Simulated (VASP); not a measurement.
Wanted: the native input for a VASP 6.6.1 run.

* Task: relaxation of cell and atoms
* Functional: PBE
* Potentials or basis: VASP PAW PBE potentials, release 64 (In_d, O)
* Cutoff: 600 eV
* k mesh: 3 × 3 × 6
* Occupations: gaussian, width 0.1 eV
* Spin: no spin polarisation
* Dipole correction: no
* Further INCAR settings: ALGO = Normal; EDIFF = 1e-06; IBRION = 2; EDIFFG = -0.04; NSW = 90; ISIF = 3

The structure of InO lies in POSCAR:

```
InO
1.0
    7.2523154182      0.0000000000      0.0000000000
   -3.6261577091      6.2806893884      0.0000000000
    0.0000000000      0.0000000000      3.3127826893
In O
3 3
Direct
    0.5000000000      0.0000000000      0.0000000000
    0.0000000000      0.5000000000      0.0000000000
    0.5000000000      0.5000000000      0.0000000000
    0.3333333333      0.6666666667      0.0000000000
    0.6666666667      0.3333333333      0.0000000000
    0.0000000000      0.0000000000      0.0000000000
```

The cell was built from a structure type or drawn by symmetry, and may not be a known phase.

The input as run:

INCAR

```
SYSTEM = InO
ALGO = Normal
EDIFF = 1E-6
EDIFFG = -0.04
ENCUT = 600
GGA = PE
IBRION = 2
ISIF = 3
ISMEAR = 0
LASPH = .True.
LCHARG = .False.
LREAL = .False.
LWAVE = .False.
NELM = 100
NSW = 90
PREC = Accurate
SIGMA = 0.1
```

KPOINTS

```
k-points
0
Gamma
  3 3 6
  0 0 0
```

Potentials or basis: VASP PAW PBE potentials, release 64 (In_d, O).

Command:

```console
$ cat potpaw_PBE.64/In_d/POTCAR potpaw_PBE.64/O/POTCAR > POTCAR
$ mpirun -np 1 vasp_std > vasp.out
```

Results of the run:

The relaxed volume is 25.38 Å³/atom. The relaxed cell is a = 7.285 Å, b = 7.285 Å, c = 3.313 Å, α = 90.00°, β = 90.00°, γ = 120.00°. The space group after relaxing (to 0.1 Å) is P6/mmm (No. 191) and the energy gained by relaxing is 0.4 meV/atom. The ionic steps are 2, the pressure after relaxing is 0.0 GPa and the band gap on the k mesh is zero (an odd number of electrons rules out a gap without spin polarisation).

Caveat: spin-orbit coupling is left out, which moves the levels of the heavy elements; an odd number of electrons without spin polarisation forces a metal; a magnetic or distorted state may lie lower.

Wall time 92 s on 1 thread of Intel(R) Xeon(R) 6975P-C (Granite Rapids), on a shared host, peak memory 0.34 GiB.
